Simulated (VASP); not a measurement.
# Ti5O8 (a cell with a defect) in VASP: a series of runs, part 2 of 2

VASP 6.6.1. The steps go on from the part before.

### 4 Single point, PBEsol, collinear spin

INCAR reads:

```
PREC     = Accurate       # precision mode
ENCUT    = 520            # plane-wave cutoff, eV
EDIFF    = 1E-6           # SCF threshold, eV
ISMEAR   = -1             # smearing method
SIGMA    = 0.05           # smearing width, eV
LREAL    = F              # projectors in reciprocal space
LASPH    = T              # aspherical terms in the spheres
NELM     = 150            # most SCF steps
ALGO     = Normal         # electronic algorithm
ISIF     = 2              # what is computed and relaxed
LWAVE    = F              # write WAVECAR
LCHARG   = F              # write CHGCAR
ISPIN    = 2              # spin polarisation
MAGMOM   = 0 0 0.125 0 0.125 0.125 0.125 0.125 0.125 0.125 0 0.125 0 # initial moments
LORBIT   = 11             # projections on sites
LMAXMIX  = 4              # l up to which the mixer works
GGA      = PS             # functional
NELECT   = 101.0        
NBANDS   = 70             # bands
```

KPOINTS reads:

```
Automatic mesh
0
Gamma
  2 2 2
  0.5 0.5 0.5
```

POSCAR reads:

```
Ti5O8
1.0
    4.5914140000      0.0000000000      0.0000000000
    0.0000000000      4.5914140000      0.0000000000
    0.0000000000      0.0000000000      5.8777420000
Ti O
5 8
Direct
    0.0213370000      0.0011770000      0.0131510000
    0.9943240000      0.0069490000      0.4798880000
    0.2180990000      0.2456220000      0.2552570000
    0.4892410000      0.4941770000      0.7489480000
    0.7598680000      0.7585780000      0.2361040000
    0.3036160000      0.2949170000      0.0172920000
    0.3081500000      0.2987970000      0.5021700000
    0.6891460000      0.6747250000      0.0115210000
    0.6862880000      0.6751390000      0.4956000000
    0.1999700000      0.7876890000      0.2565860000
    0.2168530000      0.8141990000      0.7618420000
    0.7746630000      0.1991720000      0.2285680000
    0.8146880000      0.1596280000      0.7581360000
```

Potentials or basis: VASP PAW PBE potentials, release 64 (Ti_sv, O).

Command:

```bash
> cat potpaw_PBE.64/Ti_sv/POTCAR potpaw_PBE.64/O/POTCAR > POTCAR
> mpirun -np 1 vasp_std > vasp.out
```

OUTCAR:

```text
PREC = Accurate
   ENCUT = 520
   EDIFF = 1E-6
   ISMEAR = -1
   LREAL = F
   LASPH = T
   NELM = 150
   ISIF = 2
   ISPIN = 2
   LORBIT = 11
   GGA = PS
   NELECT = 101.0

 ion  position               nearest neighbor table
   1  0.021  0.001  0.013-   6 1.87  13 1.92  10 1.92  12 1.93  11 1.93   3 2.03   5 2.10   8 2.14
                             2 2.75
   2  0.994  0.007  0.480-  10 1.90  13 1.96   7 1.97  12 1.99   3 2.00   9 2.08   5 2.12  11 2.14
                             1 2.75
   3  0.218  0.246  0.255-   6 1.47   7 1.53   2 2.00   1 2.03  12 2.05  10 2.10
   4  0.489  0.494  0.749-   7 1.90   9 1.93  11 1.93   8 1.98   6 2.01  13 2.14
   5  0.760  0.759  0.236-   8 1.41   9 1.61  12 2.02  10 2.03   1 2.10   2 2.12
   6  0.304  0.295  0.017-   3 1.47   1 1.87   4 2.01
   7  0.308  0.299  0.502-   3 1.53   4 1.90   2 1.97
   8  0.689  0.675  0.012-   5 1.41   4 1.98   1 2.14
   9  0.686  0.675  0.496-   5 1.61   4 1.93   2 2.08
  10  0.200  0.788  0.257-   2 1.90   1 1.92   5 2.03   3 2.10
  11  0.217  0.814  0.762-   1 1.93   4 1.93   2 2.14
  12  0.775  0.199  0.229-   1 1.93   2 1.99   5 2.02   3 2.05
  13  0.815  0.160  0.758-   1 1.92   2 1.96   4 2.14

  LATTYP: Found a simple tetragonal cell.
 ALAT       =     4.5914140000
[... 754 lines left out ...]
      4.56535      0.03191      2.82066        -2.376104     -2.150116     15.276672
      1.00138      1.12775      1.50033         0.200514      4.458052      3.894738
      2.24631      2.26897      4.40212         0.553070     -0.089672      0.136410
      3.48887      3.48295      1.38776        -1.455069      0.876879     12.942746
      1.39403      1.35409      0.10164         6.262987      4.221276    -17.205632
      1.41484      1.37190      2.95163         3.770787      2.259276     12.596653
      3.16415      3.09794      0.06772        -5.020901     -6.184504    -21.679554
      3.15103      3.09984      2.91301        -1.798317     -2.066422      9.460392
      0.91815      3.61661      1.50815        -0.028994      0.410881      0.116973
      0.99566      3.73832      4.47791        -0.139464      0.186168     -1.025329
      3.55680      0.91448      1.34346         0.994736     -0.356560      1.126988
      3.74057      0.73292      4.45613        -0.602142      0.272075     -0.700458
 -----------------------------------------------------------------------------------
    total drift:                                0.001144      0.000688      0.000308

  FREE ENERGIE OF THE ION-ELECTRON SYSTEM (eV)
  ---------------------------------------------------
  free  energy   TOTEN  =      -144.7858562339 eV

  energy  without entropy=     -144.6794520721  energy(sigma->0) =     -144.73265415

 total charge

# of ion       s       p       d       tot
------------------------------------------
    1        2.234   6.322   1.820  10.377
    2        2.205   6.269   1.714  10.188
    3        2.307   6.490   2.823  11.620
    4        2.177   6.221   1.302   9.700
    5        2.305   6.491   2.783  11.579
    6        1.624   3.443   0.000   5.068
    7        1.615   3.397   0.000   5.012
    8        1.636   3.439   0.000   5.075
    9        1.606   3.292   0.000   4.898
   10        1.577   3.312   0.000   4.889
   11        1.592   3.119   0.000   4.711
   12        1.580   3.279   0.000   4.859
   13        1.594   3.100   0.000   4.694
--------------------------------------------------
tot         24.054  58.174  10.442  92.670

 magnetization (x)

# of ion       s       p       d       tot
------------------------------------------
    1       -0.000   0.000  -0.000  -0.000
    2       -0.000   0.000  -0.000  -0.000
    3       -0.000  -0.000   0.000  -0.000
    4       -0.000   0.000  -0.000   0.000
    5       -0.000  -0.000   0.000  -0.000
    6       -0.000  -0.000   0.000  -0.000
    7       -0.000  -0.000   0.000  -0.000
    8       -0.000  -0.000   0.000  -0.000
    9       -0.000  -0.001   0.000  -0.001
   10       -0.000   0.000   0.000   0.000
   11        0.000   0.001   0.000   0.001
   12       -0.000   0.000   0.000   0.000
   13        0.000   0.001   0.000   0.001
--------------------------------------------------
tot         -0.000   0.001  -0.000   0.001
```

OSZICAR:

```text
N       E                     dE             d eps       ncg     rms          rms(c)
DAV:   1     0.162317665978E+04    0.16232E+04   -0.47790E+04  1120   0.178E+03
[... 30 lines left out ...]
DAV:  32    -0.144785869812E+03   -0.13393E-05   -0.14719E-06   608   0.431E-03    0.103E-02
DAV:  33    -0.144785867591E+03    0.22208E-05   -0.54353E-06   660   0.511E-03    0.108E-02
DAV:  34    -0.144785859072E+03    0.85198E-05   -0.84176E-05  1152   0.177E-02    0.100E-02
DAV:  35    -0.144785851955E+03    0.71167E-05   -0.15594E-04  1264   0.240E-02    0.690E-03
DAV:  36    -0.144785853826E+03   -0.18715E-05   -0.54925E-05  1200   0.152E-02    0.490E-03
DAV:  37    -0.144785856011E+03   -0.21841E-05   -0.24023E-06   700   0.603E-03    0.231E-03
DAV:  38    -0.144785856234E+03   -0.22339E-06   -0.94754E-07   566   0.354E-03
   1 F= -.14478586E+03 E0= -.14473265E+03  d E =-.106404E+00  mag=     0.0012
```

stdout:

```text
POSCAR found type information on POSCAR TiO
 POSCAR found :  2 types and      13 ions
 scaLAPACK will be used
 -----------------------------------------------------------------------------
|                                                                             |
|                                                                             |
|     You enforced a specific xc type in the INCAR file but a different       |
|     I HOPE YOU KNOW WHAT YOU ARE DOING!                                     |
|                                                                             |
 -----------------------------------------------------------------------------

 LDA part: xc-table for (Slater+PW92), standard interpolation
 POSCAR, INCAR and KPOINTS ok, starting setup
 FFT: planning ... GRIDC
 FFT: planning ... GRID_SOFT
 FFT: planning ... GRID
 WAVECAR not read
 entering main loop
 the old and the new charge density differ
 old charge density:   108.00000 new  101.00000
    0.751E+01
```

It took 3.6 min on 1 thread of Intel Xeon Platinum 8375C at 2.90GHz (Ice Lake), shared host; peak memory 0.3 GiB.

Results:

* Free energy: -144.7859 eV
* Largest force: 23.097 eV/Å
* Net moment: 0.00 μB per cell
* Valence electrons inside the program's atomic spheres: Ti 10.38, 10.19, 11.62, 9.70, 11.58; O 5.07, 5.01, 5.08, 4.90, 4.89, 4.71, 4.86, 4.69

Forces in eV/Å, atoms in the order of the input:
```
Ti   -0.361  -1.837 -14.941
Ti   -2.376  -2.150  15.277
Ti    0.201   4.458   3.895
Ti    0.553  -0.090   0.136
Ti   -1.455   0.877  12.943
O     6.263   4.221 -17.206
O     3.771   2.259  12.597
O    -5.021  -6.185 -21.680
O    -1.798  -2.066   9.460
O    -0.029   0.411   0.117
O    -0.139   0.186  -1.025
O     0.995  -0.357   1.127
O    -0.602   0.272  -0.700
```

Caveat: the k points lie up to 0.68 Å⁻¹ apart; the cell carries a net charge on a neutralising background, which shifts energy and pressure; atoms lie so close that the PAW spheres overlap strongly, which falsifies energies and pressures; the PAW data sets were made with another functional, which shifts forces and pressure a little.
